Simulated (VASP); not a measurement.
Wanted: the native input for a VASP 6.6.1 run.

```
Task                   : single point
Functional             : r2SCAN
Potentials or basis    : VASP PAW PBE potentials, release 64 (Na_pv, F)
Cutoff                 : 520 eV
k mesh                 : 6 × 6 × 6
Occupations            : gaussian, width 0.1 eV
Spin                   : no spin polarisation
Dipole correction      : no
Further INCAR settings : ALGO = Normal; EDIFF = 1e-07; NBANDS = 14
```

Crystal: NaF (Villiaumite).

```
CELL_PARAMETERS angstrom
0.00000 2.32000 2.32000
2.32000 0.00000 2.32000
2.32000 2.32000 0.00000
ATOMIC_POSITIONS crystal
Na 0.00000 0.00000 0.00000
F 0.50000 0.50000 0.50000
```

The input as run:

POSCAR

```
NaF
1.0
    0.0000000000      2.3200000000      2.3200000000
    2.3200000000      0.0000000000      2.3200000000
    2.3200000000      2.3200000000      0.0000000000
Na F
1 1
Direct
    0.0000000000      0.0000000000      0.0000000000
    0.5000000000      0.5000000000      0.5000000000
```

INCAR.step1

```
  ALGO = Normal
  EDIFF = 1E-4
  ENCUT = 520
  GGA = PE
  ISMEAR = 0
  LASPH = True
  LCHARG = False
  LREAL = False
  LWAVE = True
  NBANDS = 14
  NELM = 80
  PREC = Accurate
  SIGMA = 0.1
```

INCAR.step2

```
  ALGO = Normal
  EDIFF = 1E-7
  ENCUT = 520
  ISIF = 2
  ISMEAR = 0
  ISTART = 1
  LASPH = True
  LCHARG = False
  LMIXTAU = True
  LREAL = False
  LWAVE = False
  METAGGA = R2SCAN
  NBANDS = 14
  NELM = 80
  PREC = Accurate
  SIGMA = 0.1
```

KPOINTS

```
k-points
0
Gamma
  6 6 6
```

Potentials or basis: VASP PAW PBE potentials, release 64 (Na_pv, F).

Run with:

```console
$ cat potpaw_PBE.64/Na_pv/POTCAR potpaw_PBE.64/F/POTCAR > POTCAR
$ cp INCAR.step1 INCAR
$ mpirun -np 1 vasp_std > vasp.out
$ cp INCAR.step2 INCAR
$ mpirun -np 1 vasp_std > vasp.out
```

Results of the run:

```json
{
  "Pressure": "-2.0 GPa",
  "Band gap on the k mesh": "7.15 eV, direct"
}
```

Caveat: the PAW data sets were made with another functional, which shifts forces and pressure a little.

It took 13 s on 1 thread of AMD EPYC 9R45 96-Core Processor (Zen 5) (shared host), peak memory 0.1 GiB.
